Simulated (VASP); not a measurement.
# LiBr (Fm-3m) in VASP: further runs

LiBr is run at these levels: PBE, r2SCAN; tasks: single point.

Program: VASP 6.6.1. These are calculated values, not measurements. Logs are shortened: lines on timing, memory, paths and dates and some standing lists are left out, and cuts for length are marked.

## (1) The cell of the first run

It takes space group Fm-3m (No. 225, cubic). The conventional cell has a = 5.479 Å, b = 5.479 Å, c = 5.479 Å, α = 90.00°, β = 90.00°, γ = 90.00°. Within 3.6 Å of Li (site symmetry m-3m) lie 6 Br at 2.74 Å. Br (site symmetry m-3m) has 6 Li at 2.74 Å within 3.6 Å.

## (2) Single point, PBE

File INCAR:

```
ALGO = Normal
EDIFF = 1E-6
ENCUT = 750
GGA = PE
GGA_COMPAT = F
ISIF = 2
ISMEAR = 0
LASPH = T
LCHARG = T
LELF = T
LREAL = F
LVHAR = T
LWAVE = F
NBANDS = 12
NELM = 120
PREC = Accurate
SIGMA = 0.01
```

File KPOINTS:

```
k-points
0
Gamma
  6 6 6
```

File POSCAR:

```
LiBr
1.0
    0.0000000000      2.7395851561      2.7395851561
    2.7395851561      0.0000000000      2.7395851561
    2.7395851561      2.7395851561      0.0000000000
Li Br
1 1
Direct
    0.0000000000      0.0000000000      0.0000000000
    0.5000000000      0.5000000000      0.5000000000
```

Potentials or basis: VASP PAW PBE potentials, release 64 (Li_sv, Br).

Started as:

```bash
cat potpaw_PBE.64/Li_sv/POTCAR potpaw_PBE.64/Br/POTCAR > POTCAR
mpirun -np 1 vasp_std > vasp.out
```

OUTCAR:

```text
EDIFF = 1E-6
   ENCUT = 750
   GGA = PE
   ISIF = 2
   ISMEAR = 0
   LASPH = T
   LREAL = F
   NELM = 120
   PREC = Accurate

 ion  position               nearest neighbor table
   1  0.000  0.000  0.000-
   2  0.500  0.500  0.500-

  LATTYP: Found a face centered cubic cell.
 ALAT       =     5.4791703122

  Lattice vectors:

 A1 = (   0.0000000000,   2.7395851561,   2.7395851561)
 A2 = (   2.7395851561,   0.0000000000,   2.7395851561)
 A3 = (   2.7395851561,   2.7395851561,   0.0000000000)

Analysis of symmetry for initial positions (statically):
=====================================================================
 Subroutine PRICEL returns:
 Original cell was already a primitive cell.

 Routine SETGRP: Setting up the symmetry group for a
 face centered cubic supercell.

 Subroutine GETGRP returns: Found 48 space group operations
 (whereof 48 operations were pure point group operations)
 out of a pool of 48 trial point group operations.

The static configuration has the point symmetry O_h .

Analysis of symmetry for dynamics (positions and initial velocities):
=====================================================================
 Subroutine PRICEL returns:
 Original cell was already a primitive cell.

 Routine SETGRP: Setting up the symmetry group for a
 face centered cubic supercell.

 Subroutine GETGRP returns: Found 48 space group operations
 (whereof 48 operations were pure point group operations)
 out of a pool of 48 trial point group operations.

The dynamic configuration has the point symmetry O_h .

 Subroutine INISYM returns: Found 48 space group operations
 (whereof 48 operations are pure point group operations),
 and found     1 'primitive' translations

----------------------------------------------------------------------------------------

                                     Primitive cell

  volume of cell :      41.1230

  direct lattice vectors                    reciprocal lattice vectors
     0.000000000  2.739585156  2.739585156    -0.182509384  0.182509384  0.182509384
     2.739585156  0.000000000  2.739585156     0.182509384 -0.182509384  0.182509384
     2.739585156  2.739585156  0.000000000     0.182509384  0.182509384 -0.182509384

  length of vectors
     3.874358483  3.874358483  3.874358483     0.316115526  0.316115526  0.316115526

  position of ions in fractional coordinates (direct lattice)
     0.000000000  0.000000000  0.000000000
     0.500000000  0.500000000  0.500000000

  ion indices of the primitive-cell ions
   primitive index   ion index
                 1           1
                 2           2

----------------------------------------------------------------------------------------

 KPOINTS: k-points

Automatic generation of k-mesh.
 Grid dimensions read from file:
 generate k-points for:    6    6    6

 Generating k-lattice:

  Cartesian coordinates                     Fractional coordinates (reciprocal lattice)
    -0.030418231  0.030418231  0.030418231     0.166666667  0.000000000  0.000000000
     0.030418231 -0.030418231  0.030418231     0.000000000  0.166666667  0.000000000
     0.030418231  0.030418231 -0.030418231     0.000000000  0.000000000  0.166666667

  Length of vectors
     0.052685921  0.052685921  0.052685921

  Shift w.r.t. Gamma in fractional coordinates (k-lattice)
     0.000000000  0.000000000  0.000000000

 Subroutine IBZKPT returns following result:
 ===========================================

 Found     16 irreducible k-points:

 Following reciprocal coordinates:
            Coordinates               Weight
  0.000000  0.000000  0.000000      1.000000
  0.166667  0.000000  0.000000      8.000000
  0.333333  0.000000  0.000000      8.000000
  0.500000  0.000000  0.000000      4.000000
  0.166667  0.166667  0.000000      6.000000
  0.333333  0.166667  0.000000     24.000000
[... 8 lines left out ...]
 -0.333333  0.333333  0.166667     24.000000
 -0.333333  0.500000  0.166667     12.000000
   k-points           NKPTS =     16   k-points in BZ     NKDIM =     16   number of bands    NBANDS=     12
   number of dos      NEDOS =    301   number of ions     NIONS =      2
   total plane-waves  NPLWV =  46656
   dimension x,y,z NGX =    36 NGY =   36 NGZ =   36
   dimension x,y,z NGXF=    72 NGYF=   72 NGZF=   72
   ions per type =               1   1
   NGX,Y,Z   is equivalent  to a cutoff of  15.45, 15.45, 15.45 a.u.
   NGXF,Y,Z  is equivalent  to a cutoff of  30.89, 30.89, 30.89 a.u.
 SYSTEM =  unknown system
   PREC   = accura    normal or accurate (medium, high low for compatibility)
   ISTART =      0    job   : 0-new  1-cont  2-samecut
   ICHARG =      2    charge: 1-file 2-atom 10-const
   ISPIN  =      1    spin polarized calculation?
   LNONCOLLINEAR =      F non collinear calculations
   LSORBIT =      F    spin-orbit coupling
   LASPH  =      T    aspherical Exc in radial PAW
   ENCUT  =  750.0 eV  55.12 Ry    7.42 a.u.   8.65  8.65  8.65*2*pi/ulx,y,z
   NELM   =    120;   NELMIN=  2; NELMDL= -5     # of ELM steps
   EDIFF  = 0.1E-05   stopping-criterion for ELM
   LREAL  =      F    real-space projection
   EDIFFG = 0.1E-04   stopping-criterion for IOM
   NSW    =      0    number of steps for IOM
   IBRION =     -1    ionic relax: 0-MD 1-quasi-New 2-CG
   NFREE  =      0    steps in history (QN), initial steepest desc. (CG)
   ISIF   =      2    stress and relaxation
   ISYM   =      2    0-nonsym 1-usesym 2-fastsym
   POTIM  = 0.5000    time-step for ionic-motion
   TEBEG  =    0.0;   TEEND  =   0.0 temperature during run
   PSTRESS=    0.0 pullay stress
   NELECT =      10.0000    total number of electrons
   NUPDOWN=      -1.0000    fix difference up-down
   EMIN   =  10.00;   EMAX   =-10.00  energy-range for DOS
   EFERMI =   0.00;   METHOD = LEGACY
   ISMEAR =     0;   SIGMA  =   0.01  broadening in eV -4-tet -1-fermi 0-gaus
   EFERMI_NEDOS =   21; number of points for ismear=-14 and -15
   IALGO  =     38    algorithm
   IMIX   =      4    mixing-type and parameters
     AMIX     =   0.40;   BMIX     =  1.00
     AMIX_MAG =   1.60;   BMIX_MAG =  1.00
  volume/ion in A,a.u.               =      20.56       138.76
  Fermi-wavevector in a.u.,A,eV,Ry     =   1.021833  1.930985 14.206430  1.044143
  Thomas-Fermi vector in A             =   2.155480
   LORBIT       =      0    0 simple, 1 ext, 2 COOP (PROOUT), +10 PAW based schemes
   GGA     = PE    functional components
   LHFCALC =     F    Hartree Fock is set to
   AEXX    =    0.0000 exact exchange contribution
   IVDW    =     0    specifies the selected vdW correction
   LEPSILON=     F    determine dielectric tensor
   LRPA    =     F    only Hartree local field effects (RPA)
 non-spin polarized calculation
 Gauss-broadening in eV      SIGMA  =   0.01
  energy-cutoff  :      750.00
  volume of cell :       41.12
 maximum number of plane-waves:      1936
 NGX is ok and might be reduce to    36
   NGX = 17   NGY = 17   NGZ = 17

 number of electron      10.0000001 magnetization

 Free energy of the ion-electron system (eV)
  ---------------------------------------------------
  ext. energy  EPLUGINS =         0.00000000
  ---------------------------------------------------
  free energy    TOTEN  =        -6.64022793 eV

  energy without entropy =       -6.64022793  energy(sigma->0) =       -6.64022793

 E-fermi :   0.4875     XC(G=0):  -8.4757

 val. band max:        0.3960826586   @ k =   0.0000   0.0000   0.0000
 cond. band min:       5.3904834677   @ k =   0.0000   0.0000   0.0000
 fundamental gap:      4.9944008090
 Fermi energy:         0.4875239394

 k-point     1 :       0.0000    0.0000    0.0000
  band No.  band energies     occupation
      1     -43.9836      2.00000
      2     -13.0771      2.00000
      3       0.3961      2.00000
      4       0.3961      2.00000
      5       0.3961      2.00000
      6       5.3905      0.00000
      7      10.9060      0.00000
      8      10.9060      0.00000
      9      10.9060      0.00000
     10      12.6904      0.00000
     11      12.6904      0.00000
     12      12.6904      0.00000

 k-point     2 :       0.1667    0.0000    0.0000
  band No.  band energies     occupation
      1     -43.9834      2.00000
      2     -12.9648      2.00000
      3      -0.5574      2.00000
      4       0.3233      2.00000
      5       0.3233      2.00000
      6       6.1678      0.00000
      7       9.9886      0.00000
      8      10.3752      0.00000
      9      10.3752      0.00000
     10      11.9958      0.00000
     11      11.9958      0.00000
     12      13.1821      0.00000

 k-point     3 :       0.3333    0.0000    0.0000
  band No.  band energies     occupation
      1     -43.9828      2.00000
      2     -12.7227      2.00000
      3      -1.9504      2.00000
      4       0.1902      2.00000
      5       0.1902      2.00000
      6       6.2808      0.00000
      7       9.0015      0.00000
      8       9.0015      0.00000
      9      10.9988      0.00000
     10      13.7300      0.00000
     11      13.8889      0.00000
     12      13.8889      0.00000
[... 166 lines left out ...]
 k-point    15 :      -0.3333    0.3333    0.1667
  band No.  band energies     occupation
      1     -43.9823      2.00000
      2     -12.4488      2.00000
      3      -2.0568      2.00000
      4      -1.4013      2.00000
      5      -0.4522      2.00000
      6       8.0921      0.00000
      7       8.3086      0.00000
      8      10.1275      0.00000
      9      10.5431      0.00000
     10      13.6664      0.00000
     11      14.4473      0.00000
     12      17.4189      0.00000

 k-point    16 :      -0.3333    0.5000    0.1667
  band No.  band energies     occupation
      1     -43.9822      2.00000
      2     -12.3977      2.00000
      3      -2.1840      2.00000
      4      -1.3227      2.00000
      5      -0.7641      2.00000
      6       7.5736      0.00000
      7       8.7174      0.00000
      8      10.2226      0.00000
      9      11.0044      0.00000
     10      13.5758      0.00000
     11      15.7297      0.00000
     12      17.7384      0.00000

------------------------ aborting loop because EDIFF is reached ----------------------------------------

  FORCE on cell =-STRESS in cart. coord.  units (eV):
  Direction    XX          YY          ZZ          XY          YZ          ZX
  --------------------------------------------------------------------------------------
  -------------------------------------------------------------------------------------
  Total        0.1072220      0.1072220      0.1072220      0.0000000     -0.0000000      0.0000000
  in kB        4.1774368      4.1774368      4.1774368      0.0000000     -0.0000000      0.0000000
  external PRESSURE =       4.1774368 kB  Pullay stress =       0.0000000 kB

 VOLUME and BASIS-vectors are now :
 -----------------------------------------------------------------------------
  energy-cutoff  :      750.00
  volume of cell :       41.12
      direct lattice vectors                 reciprocal lattice vectors
     0.000000000  2.739585156  2.739585156    -0.182509384  0.182509384  0.182509384
     2.739585156  0.000000000  2.739585156     0.182509384 -0.182509384  0.182509384
     2.739585156  2.739585156  0.000000000     0.182509384  0.182509384 -0.182509384

 POSITION                                       TOTAL-FORCE (eV/Angst)
 -----------------------------------------------------------------------------------
      0.00000      0.00000      0.00000         0.000000      0.000000     -0.000000
      2.73959      2.73959      2.73959        -0.000000     -0.000000      0.000000
 -----------------------------------------------------------------------------------
    total drift:                                0.000000      0.000000      0.000000

  FREE ENERGIE OF THE ION-ELECTRON SYSTEM (eV)
  ---------------------------------------------------
  free  energy   TOTEN  =        -6.6402279317 eV

  energy  without entropy=       -6.6402279317  energy(sigma->0) =       -6.64022793
```

It took 23 s on 1 thread of Intel Xeon Platinum 8175M at 2.50GHz (Skylake/Cascade Lake), shared host; peak memory 0.21 GiB.

Results:

```
Free energy            : -6.6402 eV
Pressure               : 0.4 GPa
Band gap on the k mesh : 4.99 eV
```

(Part 1 of 3 ends here.)
